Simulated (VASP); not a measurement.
The system is SiC5.

```
CELL_PARAMETERS angstrom
3.83403 0.00000 0.00000
0.00000 3.83403 0.00000
0.00000 0.00000 3.58227
ATOMIC_POSITIONS crystal
Si 0.50000 0.50000 0.00000
C 0.50000 0.00000 0.50000
C 0.00000 0.50000 0.50000
C 0.50000 0.00000 0.00000
C 0.00000 0.50000 0.00000
C 0.50000 0.50000 0.50000
```

The cell was built from a structure type or drawn by symmetry, and may not be a known phase.

```yaml
Program: VASP 6.6.1
Task: relaxation of cell and atoms
Functional: PBE
Potentials_or_basis: VASP PAW PBE potentials, release 64 (Si, C)
Cutoff: 600 eV
k_mesh: 4 × 4 × 6
Occupations: gaussian, width 0.1 eV
Spin: no spin polarisation
```

At the start: pressure -0.6 GPa; volume 8.78 Å³/atom.

Task: Where does the relaxation end?

Result: Over 5 steps the energy falls by 8.0 meV/atom and the volume is 8.84 Å³/atom (+0.7 %); space group P4/mmm (No. 123, to 0.1 Å) before and after.

The path:
```
step  energy change (eV)  largest force (eV/Å)  pressure (GPa)  volume (Å³)
   1              0.0000                0.0000           -0.60        52.66
   2             -0.0416                0.0000            0.88        52.40
   3             -0.0431                0.0000            2.35        52.24
   4             -0.0456                0.0000            1.69        52.31
   5             -0.0481                0.0000           -0.41        53.01
```

Final structure:
```
Si C
1.0
     3.89231    0.00000    0.00000
     0.00000    3.89231    0.00000
     0.00000    0.00000    3.49925
Si C
1 5
Cartesian
  1.9462 1.9462 0.0000
  1.9462 0.0000 1.7496
  0.0000 1.9462 1.7496
  1.9462 0.0000 0.0000
  0.0000 1.9462 0.0000
  1.9462 1.9462 1.7496
```

Caveat: the k points lie up to 0.40 Å⁻¹ apart in the final cell, too coarse for converged energies and pressures of a metal.
